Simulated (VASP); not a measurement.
Crystal: ZnO.

```
CELL_PARAMETERS angstrom
3.27179 0.00000 0.00000
-1.63590 2.83346 0.00000
0.00000 0.00000 10.63028
ATOMIC_POSITIONS crystal
Zn 0.00000 0.00000 0.99944
Zn 0.33333 0.66667 0.24965
Zn 0.00000 0.00000 0.49944
Zn 0.66667 0.33333 0.74965
O 0.00000 0.00000 0.18807
O 0.33333 0.66667 0.43783
O 0.00000 0.00000 0.68807
O 0.66667 0.33333 0.93783
```

```yaml
Program: VASP 6.6.1
Task: relaxation of cell and atoms
Functional: PBEsol
Potentials_or_basis: VASP PAW PBE potentials, release 64 (Zn, O)
Cutoff: 600 eV
k_mesh: 12 × 12 × 2
Occupations: fermi-dirac, width 0.02 eV
Spin: no spin polarisation
```

At the start: pressure -5.3 GPa; volume 12.32 Å³/atom.

Question: How do energy, volume and symmetry change on relaxing?

Answer: Over 11 steps the energy falls by 8.3 meV/atom and the volume is 11.83 Å³/atom (-3.9 %); space group P6_3mc (No. 186, to 0.1 Å) before and after.

Step by step:
```csv
step,energy change (eV),largest force (eV/Å),pressure (GPa),volume (Å³)
1,0.0000,0.0022,-5.33,98.55
2,-0.0497,0.0131,2.91,92.82
3,-0.0667,0.0082,0.00,94.67
4,-0.0667,0.0079,-0.07,94.75
5,-0.0667,0.0019,-0.11,94.75
6,-0.0667,0.0015,-0.13,94.75
7,-0.0667,0.0020,-0.11,94.74
8,-0.0667,0.0029,-0.09,94.70
9,-0.0667,0.0062,0.01,94.63
10,-0.0667,0.0058,0.05,94.64
11,-0.0667,0.0048,0.03,94.67
```

Final structure:
```xyz
8
Lattice="3.2284 0.0000 0.0000 -1.6142 2.7959 0.0000 0.0000 0.0000 10.4885" Properties=species:S:1:pos:R:3 pbc="T T T"
Zn    0.0000    0.0000   10.4833
Zn    0.0000    1.8639    2.6181
Zn    0.0000    0.0000    5.2391
Zn    1.6142    0.9320    7.8623
O     0.0000    0.0000    1.9723
O     0.0000    1.8639    4.5923
O     0.0000    0.0000    7.2165
O     1.6142    0.9320    9.8365
```

Caveat: the PAW data sets were made with another functional, which shifts forces and pressure a little.
